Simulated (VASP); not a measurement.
# InSb (I-4m2) in VASP: notebook

InSb is run at these levels: PBE; tasks: single point.

Program: VASP 6.6.1. These are calculated values, not measurements. Logs are shortened: lines on timing, memory, paths and dates and some standing lists are left out, and cuts for length are marked.

## Step 1: The cell of the first run

It takes space group I-4m2 (No. 119, tetragonal). The conventional cell has a = 4.649 Å, b = 4.649 Å, c = 6.381 Å, α = 90.00°, β = 90.00°, γ = 90.00°. In (site symmetry -4m2) has 4 Sb at 2.82 Å within 3.7 Å. Within 3.7 Å of Sb (site symmetry -4m2) lie 4 In at 2.82 Å.

## Step 2: Single point, PBE (strain +0.015 along x and y, -0.015 along z)

File INCAR:

```
SYSTEM = InSb
  ALGO = Normal
  EDIFF = 1E-7
  ENCUT = 520
  GGA = PE
  ISIF = 2
  ISMEAR = 0
  LASPH = .True.
  LCHARG = .True.
  LELF = .True.
  LREAL = .False.
  LVHAR = .True.
  LWAVE = .False.
  NBANDS = 16
  NELM = 100
  PREC = Accurate
  SIGMA = 0.15
```

File KPOINTS:

```
k-points
0
Gamma
  12 12 12
  0 0 0
```

File POSCAR:

```
InSb
1.0
    0.0000000000      3.2876865000      3.1905135000
    3.2876865000      0.0000000000      3.1905135000
    3.2876865000      3.2876865000      0.0000000000
In Sb
1 1
Direct
    0.0000000000      0.0000000000      0.0000000000
    0.7500000000      0.7500000000      0.7500000000
```

Potentials or basis: VASP PAW PBE potentials, release 64 (In_d, Sb).

Command:

```bash
$ cat potpaw_PBE.64/In_d/POTCAR potpaw_PBE.64/Sb/POTCAR > POTCAR
$ mpirun -np 1 vasp_std > vasp.out
```

OUTCAR:

```text
SYSTEM = InSb
   EDIFF = 1E-7
   ENCUT = 520
   GGA = PE
   ISIF = 2
   ISMEAR = 0
   LASPH = .True.
   LREAL = .False.
   NELM = 100
   PREC = Accurate

 ion  position               nearest neighbor table
   1  0.000  0.000  0.000-   2 2.82   2 2.82   2 2.82   2 2.82
   2  0.750  0.750  0.750-   1 2.82   1 2.82   1 2.82   1 2.82

  LATTYP: Found a body centered tetragonal cell.
 ALAT       =     4.6494908371
 C/A-ratio  =     1.3724141467

  Lattice vectors:

 A1 = (   0.0000000000,  -3.2876865000,  -3.1905135000)
 A2 = (   0.0000000000,   3.2876865000,  -3.1905135000)
 A3 = (   3.2876865000,   0.0000000000,   3.1905135000)

Analysis of symmetry for initial positions (statically):
=====================================================================
 Subroutine PRICEL returns:
 Original cell was already a primitive cell.

 Routine SETGRP: Setting up the symmetry group for a
 body centered tetragonal supercell.

 Subroutine GETGRP returns: Found  8 space group operations
 (whereof  8 operations were pure point group operations)
 out of a pool of 16 trial point group operations.

The static configuration has the point symmetry D_2d.

Analysis of symmetry for dynamics (positions and initial velocities):
=====================================================================
 Subroutine PRICEL returns:
 Original cell was already a primitive cell.

 Routine SETGRP: Setting up the symmetry group for a
 body centered tetragonal supercell.

 Subroutine GETGRP returns: Found  8 space group operations
 (whereof  8 operations were pure point group operations)
 out of a pool of 16 trial point group operations.

The dynamic configuration has the point symmetry D_2d.

 Subroutine INISYM returns: Found  8 space group operations
 (whereof  8 operations are pure point group operations),
 and found     1 'primitive' translations

----------------------------------------------------------------------------------------

                                     Primitive cell

  volume of cell :      68.9718

  direct lattice vectors                    reciprocal lattice vectors
     0.000000000  3.287686500  3.190513500    -0.152082627  0.152082627  0.156714585
     3.287686500  0.000000000  3.190513500     0.152082627 -0.152082627  0.156714585
     3.287686500  3.287686500  0.000000000     0.152082627  0.152082627 -0.156714585

  length of vectors
     4.581294459  4.581294459  4.649490837     0.266115975  0.266115975  0.266115975

  position of ions in fractional coordinates (direct lattice)
     0.000000000  0.000000000  0.000000000
[... 80 lines left out ...]
   EDIFFG = 0.1E-05   stopping-criterion for IOM
   NSW    =      0    number of steps for IOM
   IBRION =     -1    ionic relax: 0-MD 1-quasi-New 2-CG
   NFREE  =      0    steps in history (QN), initial steepest desc. (CG)
   ISIF   =      2    stress and relaxation
   ISYM   =      2    0-nonsym 1-usesym 2-fastsym
   POTIM  = 0.5000    time-step for ionic-motion
   TEBEG  =    0.0;   TEEND  =   0.0 temperature during run
   PSTRESS=    0.0 pullay stress
   NELECT =      18.0000    total number of electrons
   NUPDOWN=      -1.0000    fix difference up-down
   EMIN   =  10.00;   EMAX   =-10.00  energy-range for DOS
   EFERMI =   0.00;   METHOD = LEGACY
   ISMEAR =     0;   SIGMA  =   0.15  broadening in eV -4-tet -1-fermi 0-gaus
   EFERMI_NEDOS =   21; number of points for ismear=-14 and -15
   IALGO  =     38    algorithm
   IMIX   =      4    mixing-type and parameters
     AMIX     =   0.40;   BMIX     =  1.00
     AMIX_MAG =   1.60;   BMIX_MAG =  1.00
  volume/ion in A,a.u.               =      34.49       232.72
  Fermi-wavevector in a.u.,A,eV,Ry     =   1.046185  1.977003 14.891622  1.094503
  Thomas-Fermi vector in A             =   2.181013
   LORBIT       =      0    0 simple, 1 ext, 2 COOP (PROOUT), +10 PAW based schemes
   GGA     = PE    functional components
   LHFCALC =     F    Hartree Fock is set to
   AEXX    =    0.0000 exact exchange contribution
   IVDW    =     0    specifies the selected vdW correction
   LEPSILON=     F    determine dielectric tensor
   LRPA    =     F    only Hartree local field effects (RPA)
 non-spin polarized calculation
 Gauss-broadening in eV      SIGMA  =   0.15
  energy-cutoff  :      520.00
  volume of cell :       68.97
 maximum number of plane-waves:      1883
 NGX is ok and might be reduce to    36
   NGX = 17   NGY = 17   NGZ = 17

 number of electron      17.9999996 magnetization

 Free energy of the ion-electron system (eV)
  ---------------------------------------------------
  ext. energy  EPLUGINS =         0.00000000
  ---------------------------------------------------
  free energy    TOTEN  =        -6.92113271 eV

  energy without entropy =       -6.92090511  energy(sigma->0) =       -6.92101891

 E-fermi :   5.0896     XC(G=0):  -8.6258

 val. band max:        5.0480867851   @ k =   0.0000   0.0000   0.0000
 cond. band min:       5.4586574596   @ k =   0.5000   0.0000   0.0000
 fundamental gap:      0.4105706746
 Fermi energy:         5.0895553077

 k-point     1 :       0.0000    0.0000    0.0000
  band No.  band energies     occupation
      1      -9.6224      2.00000
      2      -9.6224      2.00000
      3      -9.6162      2.00000
      4      -9.5418      2.00000
      5      -9.5371      2.00000
      6      -5.6710      2.00000
[... 433 lines left out ...]
      3      -9.5973      2.00000
      4      -9.5444      2.00000
      5      -9.5347      2.00000
      6      -4.1883      2.00000
[... 8 lines left out ...]
     15      13.1976      0.00000
     16      13.5992      0.00000

 [... further k-points ...]

------------------------ aborting loop because EDIFF is reached ----------------------------------------

  FORCE on cell =-STRESS in cart. coord.  units (eV):
  Direction    XX          YY          ZZ          XY          YZ          ZX
  --------------------------------------------------------------------------------------
  -------------------------------------------------------------------------------------
  Total        0.9187821      0.9187821      1.2326584      0.0000000      0.0000000      0.0000000
  in kB       21.3428157     21.3428157     28.6339939      0.0000000      0.0000000      0.0000000
  external PRESSURE =      23.7732084 kB  Pullay stress =       0.0000000 kB

 VOLUME and BASIS-vectors are now :
 -----------------------------------------------------------------------------
  energy-cutoff  :      520.00
  volume of cell :       68.97
      direct lattice vectors                 reciprocal lattice vectors
     0.000000000  3.287686500  3.190513500    -0.152082627  0.152082627  0.156714585
     3.287686500  0.000000000  3.190513500     0.152082627 -0.152082627  0.156714585
     3.287686500  3.287686500  0.000000000     0.152082627  0.152082627 -0.156714585

 POSITION                                       TOTAL-FORCE (eV/Angst)
 -----------------------------------------------------------------------------------
      0.00000      0.00000      0.00000         0.000000      0.000000      0.000000
      4.93153      4.93153      4.78577        -0.000000     -0.000000      0.000000
 -----------------------------------------------------------------------------------
    total drift:                                0.000000      0.000000     -0.000000

  FREE ENERGIE OF THE ION-ELECTRON SYSTEM (eV)
  ---------------------------------------------------
  free  energy   TOTEN  =        -6.9211327142 eV

  energy  without entropy=       -6.9209051144  energy(sigma->0) =       -6.92101891
```

OSZICAR:

```text
N       E                     dE             d eps       ncg     rms          rms(c)
DAV:   1     0.112740825882E+03    0.11274E+03   -0.79134E+03  5224   0.112E+03
DAV:   2     0.158599616676E+00   -0.11258E+03   -0.10890E+03  5976   0.282E+02
DAV:   3    -0.681758496470E+01   -0.69762E+01   -0.69521E+01  6528   0.716E+01
DAV:   4    -0.701773657984E+01   -0.20015E+00   -0.20010E+00  6824   0.140E+01
DAV:   5    -0.702846488698E+01   -0.10728E-01   -0.10728E-01  7736   0.264E+00    0.407E+00
DAV:   6    -0.693245573585E+01    0.96009E-01   -0.15201E-01  7664   0.588E+00    0.236E+00
DAV:   7    -0.691939763186E+01    0.13058E-01   -0.67542E-02  6928   0.241E+00    0.615E-01
DAV:   8    -0.692040587910E+01   -0.10082E-02   -0.76023E-03  6984   0.997E-01    0.248E-01
DAV:   9    -0.692104163865E+01   -0.63576E-03   -0.92618E-04  6528   0.260E-01    0.753E-02
DAV:  10    -0.692108840391E+01   -0.46765E-04   -0.48522E-05  7280   0.461E-02    0.372E-02
DAV:  11    -0.692113106670E+01   -0.42663E-04   -0.75905E-05  6192   0.550E-02    0.237E-02
DAV:  12    -0.692113246529E+01   -0.13986E-05   -0.13034E-06  6680   0.775E-03    0.658E-03
DAV:  13    -0.692113288087E+01   -0.41558E-06   -0.14110E-06  6280   0.761E-03    0.381E-03
DAV:  14    -0.692113269259E+01    0.18829E-06   -0.45072E-08  5800   0.127E-03    0.114E-03
DAV:  15    -0.692113271416E+01   -0.21577E-07   -0.14030E-08  4288   0.100E-03
   1 F= -.69211327E+01 E0= -.69210189E+01  d E =-.227600E-03
```

Wall time 3 min (1 thread of Intel Xeon Platinum 8259CL at 2.50GHz (Skylake/Cascade Lake), shared host); peak memory 0.34 GiB.

Results:

```yaml
Free_energy: -6.9211 eV
Pressure: 2.4 GPa
```

Stress tensor (GPa, compression positive):
```
2.13 0.00 0.00
0.00 2.13 0.00
0.00 0.00 2.86
```

Levels at points of the mesh, in eV from the Fermi level:
```
           k point  band 5  band 6  band 7  band 8  band 9  band 10  band 11  band 12  band 13  band 14
(0.00, 0.00, 0.00)  -14.63  -10.76   -0.41   -0.18   -0.18    -0.04     2.79     2.85     2.85     5.59
(0.50, 0.00, 0.00)  -14.62   -9.43   -5.68   -1.21   -1.03     0.37     3.60     3.76     5.98     8.04
(0.50, 0.50, 0.00)  -14.62   -8.78   -5.90   -2.45   -2.45     1.06     1.14     7.95     7.95     8.68
(0.50, 0.00, 0.50)  -14.62   -8.87   -6.03   -2.31   -2.29     1.28     1.29     7.83     7.94     8.50
```

Caveat: the cell differs from its parent crystal (strain +0.015 along x and y, -0.015 along z); spin-orbit coupling is left out, which moves the levels of the heavy elements.

## Step 3: Single point, PBE (strain +0.030 along x and y, -0.030 along z)

File INCAR:

```
SYSTEM = InSb
ALGO = Normal
EDIFF = 1E-6
ENCUT = 520
GGA = PE
ISIF = 2
ISMEAR = 0
LASPH = .TRUE.
LCHARG = .FALSE.
LREAL = .FALSE.
LWAVE = .FALSE.
NBANDS = 16
NELM = 80
PREC = Accurate
SIGMA = 0.15
```

File KPOINTS:

```
k-points
0
G
  12 12 12
  0 0 0
```

File POSCAR:

```
InSb
1.0
    0.0000000000      3.3362730000      3.1419270000
    3.3362730000      0.0000000000      3.1419270000
    3.3362730000      3.3362730000      0.0000000000
In Sb
1 1
Direct
    0.0000000000      0.0000000000      0.0000000000
    0.7500000000      0.7500000000      0.7500000000
```

Potentials or basis: VASP PAW PBE potentials, release 64 (In_d, Sb).

Command:

```bash
$ cat potpaw_PBE.64/In_d/POTCAR potpaw_PBE.64/Sb/POTCAR > POTCAR
$ mpirun -np 1 vasp_std > vasp.out
```

Wall time 2.4 min (1 thread of Intel Xeon Platinum 8259CL at 2.50GHz (Skylake/Cascade Lake), shared host); peak memory 0.34 GiB.

Results (log left out):

```yaml
Free_energy: -6.9244 eV
Pressure: 1.7 GPa
```

Stress tensor (GPa, compression positive):
```
1.22 0.00 0.00
0.00 1.22 0.00
0.00 0.00 2.61
```

Levels at points of the mesh, in eV from the Fermi level:
```tsv
k point	band 5	band 6	band 7	band 8	band 9	band 10	band 11	band 12	band 13	band 14
(0.00, 0.00, 0.00)	-14.64	-10.71	-0.55	-0.27	-0.27	0.00	2.72	2.85	2.85	5.54
(0.50, 0.00, 0.00)	-14.64	-9.41	-5.66	-1.31	-0.96	0.28	3.49	3.82	5.96	7.86
(0.50, 0.50, 0.00)	-14.63	-8.74	-5.79	-2.54	-2.54	0.89	1.04	7.83	7.83	8.63
(0.50, 0.00, 0.50)	-14.64	-8.89	-6.05	-2.25	-2.21	1.32	1.32	7.56	7.76	8.25
```

Caveat: the cell differs from its parent crystal (strain +0.030 along x and y, -0.030 along z); spin-orbit coupling is left out, which moves the levels of the heavy elements.

(Part 1 of 2 ends here.)
